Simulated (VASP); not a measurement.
# TiPd3 (P4/mmm) in VASP: further runs

Runs on TiPd3. Level: LDA. Tasks: single point.

Program: VASP 6.6.1. These are calculated values, not measurements. Logs are shortened: lines on timing, memory, paths and dates and some standing lists are left out, and cuts for length are marked.

## (1) The cell of the first run

The structure is tetragonal, space group P4/mmm (No. 123). Conventional cell: a = 3.744 Å, b = 3.744 Å, c = 3.820 Å, α = 90.00°, β = 90.00°, γ = 90.00°. Within 3.5 Å of Ti (site symmetry 4/mmm) lie 12 Pd at 2.65 to 2.67 Å. Within 3.5 Å of Pd (site symmetry mmm) lie 8 Pd at 2.65 to 2.67 Å and 4 Ti at 2.67 Å. Within 3.5 Å of Pd (site symmetry 4/mmm) lie 4 Ti at 2.65 Å and 8 Pd at 2.67 Å.

## (2) Single point, LDA (equal xx and yy strain of -2 %)

Contents of INCAR:

```
SYSTEM = TiPd3
ALGO = Normal
EDIFF = 1E-7
ENCUT = 520
GGA = CA
ISIF = 2
ISMEAR = -1
LASPH = .True.
LCHARG = .True.
LELF = .True.
LREAL = .False.
LVHAR = .True.
LWAVE = .False.
NBANDS = 29
NELM = 60
PREC = Accurate
SIGMA = 0.05
```

Contents of KPOINTS:

```
k-points
0
Gamma
  11 11 11
  0 0 0
```

Contents of POSCAR:

```
TiPd3
1.0
    3.7436000000      0.0000000000      0.0000000000
    0.0000000000      3.7436000000      0.0000000000
    0.0000000000      0.0000000000      3.8200000000
Ti Pd
1 3
Direct
    0.0000000000      0.0000000000      0.0000000000
    0.0000000000      0.5000000000      0.5000000000
    0.5000000000      0.0000000000      0.5000000000
    0.5000000000      0.5000000000      0.0000000000
```

Potentials or basis: VASP PAW LDA potentials, release 64 (Ti_sv, Pd).

Launch:

```
cat potpaw_LDA.64/Ti_sv/POTCAR potpaw_LDA.64/Pd/POTCAR > POTCAR
mpirun -np 1 vasp_std > vasp.out
```

OUTCAR:

```text
SYSTEM = TiPd3
   EDIFF = 1E-7
   ENCUT = 520
   GGA = CA
   ISIF = 2
   ISMEAR = -1
   LASPH = .True.
   LREAL = .False.
   NELM = 60
   PREC = Accurate

 ion  position               nearest neighbor table
   1  0.000  0.000  0.000-   4 2.65   4 2.65   4 2.65   4 2.65   3 2.67   2 2.67   3 2.67   2 2.67
                             3 2.67   2 2.67   3 2.67   2 2.67
   2  0.000  0.500  0.500-   3 2.65   3 2.65   3 2.65   3 2.65   4 2.67   1 2.67   1 2.67   1 2.67
                             4 2.67   4 2.67   4 2.67   1 2.67
   3  0.500  0.000  0.500-   2 2.65   2 2.65   2 2.65   2 2.65   4 2.67   1 2.67   4 2.67   4 2.67
                             1 2.67   4 2.67   1 2.67   1 2.67
   4  0.500  0.500  0.000-   1 2.65   1 2.65   1 2.65   1 2.65   3 2.67   2 2.67   3 2.67   3 2.67
                             3 2.67   2 2.67   2 2.67   2 2.67

  LATTYP: Found a simple tetragonal cell.
 ALAT       =     3.7436000000
 C/A-ratio  =     1.0204081633

  Lattice vectors:

 A1 = (   3.7436000000,   0.0000000000,   0.0000000000)
 A2 = (   0.0000000000,   3.7436000000,   0.0000000000)
 A3 = (   0.0000000000,   0.0000000000,   3.8200000000)

Analysis of symmetry for initial positions (statically):
=====================================================================
 Subroutine PRICEL returns:
 Original cell was already a primitive cell.

 Routine SETGRP: Setting up the symmetry group for a
 simple tetragonal supercell.

 Subroutine GETGRP returns: Found 16 space group operations
 (whereof 16 operations were pure point group operations)
 out of a pool of 16 trial point group operations.

The static configuration has the point symmetry D_4h.

Analysis of symmetry for dynamics (positions and initial velocities):
=====================================================================
 Subroutine PRICEL returns:
 Original cell was already a primitive cell.

 Routine SETGRP: Setting up the symmetry group for a
 simple tetragonal supercell.

 Subroutine GETGRP returns: Found 16 space group operations
 (whereof 16 operations were pure point group operations)
 out of a pool of 16 trial point group operations.

The dynamic configuration has the point symmetry D_4h.

 Subroutine INISYM returns: Found 16 space group operations
 (whereof 16 operations are pure point group operations),
 and found     1 'primitive' translations

----------------------------------------------------------------------------------------

                                     Primitive cell

  volume of cell :      53.5355

  direct lattice vectors                    reciprocal lattice vectors
     3.743600000  0.000000000  0.000000000     0.267122556  0.000000000  0.000000000
     0.000000000  3.743600000  0.000000000     0.000000000  0.267122556  0.000000000
     0.000000000  0.000000000  3.820000000     0.000000000  0.000000000  0.261780105

  length of vectors
     3.743600000  3.743600000  3.820000000     0.267122556  0.267122556  0.261780105

  position of ions in fractional coordinates (direct lattice)
     0.000000000  0.000000000  0.000000000
     0.000000000  0.500000000  0.500000000
     0.500000000  0.000000000  0.500000000
     0.500000000  0.500000000  0.000000000

  ion indices of the primitive-cell ions
   primitive index   ion index
                 1           1
                 2           2
                 3           3
                 4           4

----------------------------------------------------------------------------------------

 KPOINTS: k-points

Automatic generation of k-mesh.
 Grid dimensions read from file:
 generate k-points for:   11   11   11

 Generating k-lattice:

  Cartesian coordinates                     Fractional coordinates (reciprocal lattice)
     0.024283869  0.000000000  0.000000000     0.090909091  0.000000000  0.000000000
     0.000000000  0.024283869  0.000000000     0.000000000  0.090909091  0.000000000
     0.000000000  0.000000000  0.023798191     0.000000000  0.000000000  0.090909091

  Length of vectors
     0.024283869  0.024283869  0.023798191

  Shift w.r.t. Gamma in fractional coordinates (k-lattice)
     0.000000000  0.000000000  0.000000000

 Subroutine IBZKPT returns following result:
 ===========================================

 Found    126 irreducible k-points:

 Following reciprocal coordinates:
            Coordinates               Weight
  0.000000  0.000000  0.000000      1.000000
  0.090909  0.000000  0.000000      4.000000
  0.181818  0.000000  0.000000      4.000000
  0.272727  0.000000  0.000000      4.000000
  0.363636  0.000000  0.000000      4.000000
  0.454545  0.000000  0.000000      4.000000
[... 16 lines left out ...]
  0.090909  0.000000  0.090909      8.000000
  0.181818  0.000000  0.090909      8.000000
 [... further k-points ...]
   k-points           NKPTS =    126   k-points in BZ     NKDIM =    126   number of bands    NBANDS=     29
   number of dos      NEDOS =    301   number of ions     NIONS =      4
   total plane-waves  NPLWV =  21952
   dimension x,y,z NGX =    28 NGY =   28 NGZ =   28
   dimension x,y,z NGXF=    56 NGYF=   56 NGZF=   56
   ions per type =               1   3
   NGX,Y,Z   is equivalent  to a cutoff of  12.43, 12.43, 12.19 a.u.
   NGXF,Y,Z  is equivalent  to a cutoff of  24.87, 24.87, 24.37 a.u.
 SYSTEM =  TiPd3
   PREC   = accura    normal or accurate (medium, high low for compatibility)
   ISTART =      0    job   : 0-new  1-cont  2-samecut
   ICHARG =      2    charge: 1-file 2-atom 10-const
   ISPIN  =      1    spin polarized calculation?
   LNONCOLLINEAR =      F non collinear calculations
   LSORBIT =      F    spin-orbit coupling
   LASPH  =      T    aspherical Exc in radial PAW
   ENCUT  =  520.0 eV  38.22 Ry    6.18 a.u.   6.96  6.96  7.10*2*pi/ulx,y,z
   NELM   =     60;   NELMIN=  2; NELMDL= -5     # of ELM steps
   EDIFF  = 0.1E-06   stopping-criterion for ELM
   LREAL  =      F    real-space projection
   EDIFFG = 0.1E-05   stopping-criterion for IOM
   NSW    =      0    number of steps for IOM
   IBRION =     -1    ionic relax: 0-MD 1-quasi-New 2-CG
   NFREE  =      0    steps in history (QN), initial steepest desc. (CG)
   ISIF   =      2    stress and relaxation
   ISYM   =      2    0-nonsym 1-usesym 2-fastsym
   POTIM  = 0.5000    time-step for ionic-motion
   TEBEG  =    0.0;   TEEND  =   0.0 temperature during run
   PSTRESS=    0.0 pullay stress
   NELECT =      42.0000    total number of electrons
   NUPDOWN=      -1.0000    fix difference up-down
   EMIN   =  10.00;   EMAX   =-10.00  energy-range for DOS
   EFERMI =   0.00;   METHOD = LEGACY
   ISMEAR =    -1;   SIGMA  =   0.05  broadening in eV -4-tet -1-fermi 0-gaus
   EFERMI_NEDOS =   21; number of points for ismear=-14 and -15
   IALGO  =     38    algorithm
   IMIX   =      4    mixing-type and parameters
     AMIX     =   0.40;   BMIX     =  1.00
     AMIX_MAG =   1.60;   BMIX_MAG =  1.00
  volume/ion in A,a.u.               =      13.38        90.32
  Fermi-wavevector in a.u.,A,eV,Ry     =   1.509885  2.853269 31.017915  2.279752
  Thomas-Fermi vector in A             =   2.620148
   LORBIT       =      0    0 simple, 1 ext, 2 COOP (PROOUT), +10 PAW based schemes
   GGA     = CA    functional components
   LHFCALC =     F    Hartree Fock is set to
   AEXX    =    0.0000 exact exchange contribution
   IVDW    =     0    specifies the selected vdW correction
   LEPSILON=     F    determine dielectric tensor
   LRPA    =     F    only Hartree local field effects (RPA)
 non-spin polarized calculation
  energy-cutoff  :      520.00
  volume of cell :       53.54
 maximum number of plane-waves:      1456
 NGX is ok and might be reduce to    28
   NGX = 13   NGY = 13   NGZ = 15

 number of electron      41.9999984 magnetization

 Free energy of the ion-electron system (eV)
  ---------------------------------------------------
  ext. energy  EPLUGINS =         0.00000000
  ---------------------------------------------------
  free energy    TOTEN  =       -30.69159811 eV

  energy without entropy =      -30.68089256  energy(sigma->0) =      -30.68624534

 E-fermi :  12.2995     XC(G=0): -13.8775

 val. band max:       12.2764880219   @ k =   0.0909   0.0909   0.1818
 cond. band min:      12.3199714972   @ k =   0.0909   0.0909   0.4545
 fundamental gap:      0.0434834753
 Fermi energy:        12.2995363201

 k-point     1 :       0.0000    0.0000    0.0000
  band No.  band energies     occupation
      1     -45.0895      2.00000
      2     -21.7130      2.00000
      3     -21.7067      2.00000
      4     -21.7067      2.00000
      5       3.6422      2.00000
      6       5.1835      2.00000
[... 21 lines left out ...]
     28      14.9709      0.00000
     29      22.9530      0.00000

 k-point     2 :       0.0909    0.0000    0.0000
  band No.  band energies     occupation
      1     -45.0893      2.00000
      2     -21.7135      2.00000
      3     -21.7102      2.00000
      4     -21.7073      2.00000
      5       3.7545      2.00000
      6       5.2527      2.00000
[... 21 lines left out ...]
     28      15.7006      0.00000
     29      22.9335      0.00000

 k-point     3 :       0.1818    0.0000    0.0000
  band No.  band energies     occupation
      1     -45.0886      2.00000
      2     -21.7194      2.00000
      3     -21.7148      2.00000
      4     -21.7088      2.00000
      5       4.0817      2.00000
      6       5.4504      2.00000
[... 21 lines left out ...]
     28      16.8358      0.00000
     29      22.7922      0.00000

 k-point     4 :       0.2727    0.0000    0.0000
  band No.  band energies     occupation
      1     -45.0876      2.00000
      2     -21.7314      2.00000
      3     -21.7164      2.00000
      4     -21.7108      2.00000
      5       4.5888      2.00000
      6       5.7429      2.00000
[... 597 lines left out ...]
     28      15.6461      0.00000
     29      23.2755      0.00000

 k-point    23 :       0.0909    0.0000    0.0909
  band No.  band energies     occupation
      1     -45.0891      2.00000
      2     -21.7165      2.00000
      3     -21.7103      2.00000
      4     -21.7078      2.00000
      5       3.8603      2.00000
      6       5.3166      2.00000
[... 21 lines left out ...]
     28      16.1440      0.00000
     29      23.2391      0.00000

 k-point    24 :       0.1818    0.0000    0.0909
  band No.  band energies     occupation
      1     -45.0884      2.00000
      2     -21.7206      2.00000
      3     -21.7162      2.00000
      4     -21.7093      2.00000
      5       4.1815      2.00000
      6       5.5106      2.00000
[... 21 lines left out ...]
     28      17.1549      0.00000
     29      22.7845      0.00000

 [... further k-points ...]

------------------------ aborting loop because EDIFF is reached ----------------------------------------

  FORCE on cell =-STRESS in cart. coord.  units (eV):
  Direction    XX          YY          ZZ          XY          YZ          ZX
  --------------------------------------------------------------------------------------
  -------------------------------------------------------------------------------------
  Total        4.9240973      4.9240973      3.6608091      0.0000000      0.0000000     -0.0000000
  in kB      147.3652104    147.3652104    109.5583342      0.0000000      0.0000000     -0.0000000
  external PRESSURE =     134.7629183 kB  Pullay stress =       0.0000000 kB

 VOLUME and BASIS-vectors are now :
 -----------------------------------------------------------------------------
  energy-cutoff  :      520.00
  volume of cell :       53.54
      direct lattice vectors                 reciprocal lattice vectors
     3.743600000  0.000000000  0.000000000     0.267122556  0.000000000  0.000000000
     0.000000000  3.743600000  0.000000000     0.000000000  0.267122556  0.000000000
     0.000000000  0.000000000  3.820000000     0.000000000  0.000000000  0.261780105

 POSITION                                       TOTAL-FORCE (eV/Angst)
 -----------------------------------------------------------------------------------
      0.00000      0.00000      0.00000         0.000000      0.000000      0.000000
      0.00000      1.87180      1.91000         0.000000      0.000000      0.000000
      1.87180      0.00000      1.91000         0.000000      0.000000      0.000000
      1.87180      1.87180      0.00000         0.000000      0.000000      0.000000
 -----------------------------------------------------------------------------------
    total drift:                                0.000000      0.000000      0.000000

  FREE ENERGIE OF THE ION-ELECTRON SYSTEM (eV)
  ---------------------------------------------------
  free  energy   TOTEN  =       -30.6915981149 eV

  energy  without entropy=      -30.6808925638  energy(sigma->0) =      -30.68624534
```

It took 72 s on 1 thread of Intel Xeon 6975P-C (Granite Rapids), shared host; peak memory 0.27 GiB.

What came out:

```
Free energy            : -30.6916 eV
Pressure               : 13.5 GPa
Band gap on the k mesh : zero (bands 21 and 22 overlap by 1.44 eV)
```

Caveat: the cell differs from its parent crystal (equal xx and yy strain of -2 %); the cell stands under pressure.

## (3) Single point, LDA (equal xx and yy strain of -1 %)

Contents of INCAR:

```
SYSTEM = TiPd3
  PREC = Accurate
  ENCUT = 520
  EDIFF = 1E-6
  ISMEAR = -1
  SIGMA = 0.05
  LREAL = .False.
  LASPH = .True.
  NELM = 60
  ALGO = Normal
  ISIF = 2
  LWAVE = .False.
  LCHARG = .False.
  NBANDS = 29
```

Contents of KPOINTS:

```
regular mesh
0
Gamma
  11 11 11
  0 0 0
```

Changes to POSCAR since step 2:

```diff
@@ -2,4 +2,4 @@
 1.0
-    3.7436000000      0.0000000000      0.0000000000
-    0.0000000000      3.7436000000      0.0000000000
+    3.7818000000      0.0000000000      0.0000000000
+    0.0000000000      3.7818000000      0.0000000000
     0.0000000000      0.0000000000      3.8200000000
```

Potentials or basis: VASP PAW LDA potentials, release 64 (Ti_sv, Pd).

Launch:

```
cat potpaw_LDA.64/Ti_sv/POTCAR potpaw_LDA.64/Pd/POTCAR > POTCAR
mpirun -np 1 vasp_std > vasp.out
```

OUTCAR:

```text
SYSTEM = TiPd3
   PREC = Accurate
   ENCUT = 520
   EDIFF = 1E-6
   ISMEAR = -1
   LREAL = .False.
   LASPH = .True.
   NELM = 60
   ISIF = 2

 ion  position               nearest neighbor table
   1  0.000  0.000  0.000-   4 2.67   4 2.67   4 2.67   4 2.67   3 2.69   2 2.69   3 2.69   2 2.69
                             3 2.69   2 2.69   3 2.69   2 2.69
   2  0.000  0.500  0.500-   3 2.67   3 2.67   3 2.67   3 2.67   4 2.69   1 2.69   1 2.69   1 2.69
                             4 2.69   4 2.69   4 2.69   1 2.69
   3  0.500  0.000  0.500-   2 2.67   2 2.67   2 2.67   2 2.67   4 2.69   1 2.69   4 2.69   4 2.69
                             1 2.69   4 2.69   1 2.69   1 2.69
   4  0.500  0.500  0.000-   1 2.67   1 2.67   1 2.67   1 2.67   3 2.69   2 2.69   3 2.69   3 2.69
                             3 2.69   2 2.69   2 2.69   2 2.69

  LATTYP: Found a simple tetragonal cell.
 ALAT       =     3.7818000000
 C/A-ratio  =     1.0101010101

  Lattice vectors:

 A1 = (   3.7818000000,   0.0000000000,   0.0000000000)
 A2 = (   0.0000000000,   3.7818000000,   0.0000000000)
 A3 = (   0.0000000000,   0.0000000000,   3.8200000000)

Analysis of symmetry for initial positions (statically):
[... 176 lines left out ...]
 E-fermi :  11.9348     XC(G=0): -13.7552

 val. band max:       11.9106005205   @ k =   0.4545   0.0909   0.0000
 cond. band min:      11.9353995796   @ k =   0.0909   0.0000   0.4545
 fundamental gap:      0.0247990591
 Fermi energy:        11.9347836883

 k-point     1 :       0.0000    0.0000    0.0000
  band No.  band energies     occupation
      1     -45.4771      2.00000
      2     -22.0925      2.00000
      3     -22.0892      2.00000
      4     -22.0892      2.00000
      5       3.4231      2.00000
      6       5.0145      2.00000
[... 757 lines left out ...]
     28      16.6339      0.00000
     29      22.2929      0.00000

 [... further k-points ...]

------------------------ aborting loop because EDIFF is reached ----------------------------------------

  FORCE on cell =-STRESS in cart. coord.  units (eV):
  Direction    XX          YY          ZZ          XY          YZ          ZX
  --------------------------------------------------------------------------------------
  -------------------------------------------------------------------------------------
  Total        2.8360394      2.8360394      2.2411038      0.0000000      0.0000000      0.0000000
  in kB       83.1691680     83.1691680     65.7221968      0.0000000      0.0000000      0.0000000
  external PRESSURE =      77.3535110 kB  Pullay stress =       0.0000000 kB

 VOLUME and BASIS-vectors are now :
 -----------------------------------------------------------------------------
  energy-cutoff  :      520.00
  volume of cell :       54.63
      direct lattice vectors                 reciprocal lattice vectors
     3.781800000  0.000000000  0.000000000     0.264424348  0.000000000  0.000000000
     0.000000000  3.781800000  0.000000000     0.000000000  0.264424348  0.000000000
     0.000000000  0.000000000  3.820000000     0.000000000  0.000000000  0.261780105

 POSITION                                       TOTAL-FORCE (eV/Angst)
 -----------------------------------------------------------------------------------
      0.00000      0.00000      0.00000         0.000000      0.000000      0.000000
      0.00000      1.89090      1.91000         0.000000      0.000000      0.000000
      1.89090      0.00000      1.91000         0.000000      0.000000      0.000000
      1.89090      1.89090      0.00000         0.000000      0.000000      0.000000
 -----------------------------------------------------------------------------------
    total drift:                                0.000000      0.000000      0.000000

  FREE ENERGIE OF THE ION-ELECTRON SYSTEM (eV)
  ---------------------------------------------------
  free  energy   TOTEN  =       -30.7710450598 eV

  energy  without entropy=      -30.7597491931  energy(sigma->0) =      -30.76539713
```

stdout:

```text
POSCAR found type information on POSCAR TiPd
 POSCAR found :  2 types and       4 ions
 scaLAPACK will be used
 LDA part: xc-table for (Slater(with rela. corr.)+CA(PZ))
 , standard interpolation
 POSCAR, INCAR and KPOINTS ok, starting setup
 FFT: planning ... GRIDC
 FFT: planning ... GRID_SOFT
 FFT: planning ... GRID
 WAVECAR not read
 entering main loop
```

Run time: 66 s. Hardware: 1 thread of Intel Xeon 6975P-C (Granite Rapids), shared host; peak memory 0.28 GiB.

What came out:

| Property | Result |
| --- | --- |
| Free energy | -30.7710 eV |
| Pressure | 7.7 GPa |
| Band gap on the k mesh | zero (bands 21 and 22 overlap by 1.39 eV) |

Stress tensor (GPa, compression positive):
```
8.32 0.00 0.00
0.00 8.32 0.00
0.00 0.00 6.57
```

Caveat: the cell differs from its parent crystal (equal xx and yy strain of -1 %); the cell stands under pressure.
